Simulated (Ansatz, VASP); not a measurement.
KBr3 in VASP and in Ansatz

INCAR

```
PREC = Accurate
ENCUT = 600
EDIFF = 1E-7
ISMEAR = 0
SIGMA = 0.02
LREAL = False
LASPH = True
NELM = 100
ALGO = Normal
ISIF = 3
LWAVE = False
LCHARG = False
GGA = PE
IBRION = 2
NSW = 100
EDIFFG = -0.01
```

Contents of KPOINTS:

```
Automatic mesh
0
Gamma
  6 6 4
```

The input POSCAR:

```
KBr3
1.0
    5.4426647893      0.0000000000      0.0000000000
    0.0000000000      5.4426647893      0.0000000000
    0.0000000000      0.0000000000     11.0333716895
K Br
1 3
Direct
    0.0000000000      0.0000000000      0.5000000000
    0.0000000000      0.0000000000      0.0000000000
    0.0000000000      0.0000000000      0.2313357447
    0.0000000000      0.0000000000      0.7686642553
```

Input for Ansatz:

```yaml
crystal:
  lattice:
    - [5.4426647893, 0.0, 0.0]
    - [0.0, 5.4426647893, 0.0]
    - [0.0, 0.0, 11.0333716895]
  atoms:
    - { symbol: K, position: [0.0, 0.0, 0.5] }
    - { symbol: Br, position: [0.0, 0.0, 0.0] }
    - { symbol: Br, position: [0.0, 0.0, 0.2313357447] }
    - { symbol: Br, position: [0.0, 0.0, 0.7686642553] }
basis:
  ecutwfc: 420
kpoints:
  mp_grid: { grid: [6, 6, 4] }
hamiltonian:
  xc: pbe
scf:
  occupations: { method: gaussian, width: 0.02 }
output:
  forces: true
  stress: true
  eigenvalues: true
relax:
  adjacent_minimum: "off"
  f_tol: 0.01
  max_steps: 80
  cell: { stress_tol: 0.05 }
```

Alike in both runs: task relaxation of cell and atoms; functional PBE; k mesh 6 × 6 × 4; occupations gaussian, width 0.02 eV; no spin polarisation.

```csv
,VASP,Ansatz
version,VASP 6.6.1,Ansatz 0.2.0
potentials or method,"VASP PAW PBE potentials, release 64 (K_sv, Br), cutoff 600 eV","scalar-relativistic, plane waves, PAW"
valence electrons in the cell,30,30
```

```tsv
	VASP	Ansatz	Ansatz less VASP
gap on the k mesh at the Fermi level, each at its own relaxed structure (eV)	1.99	1.97	-0.014
relaxed volume (Å³/atom)	197.98	165.19	-32.796
relaxed cell length with the largest relative difference (Å)	8.433	7.712	-0.7209
```

One of these differences is far larger than is usual between the two programs; its cause wasn't traced.

Noted on VASP's run: the volume moved by over 15 % at a fixed basis, so the end points are rough.
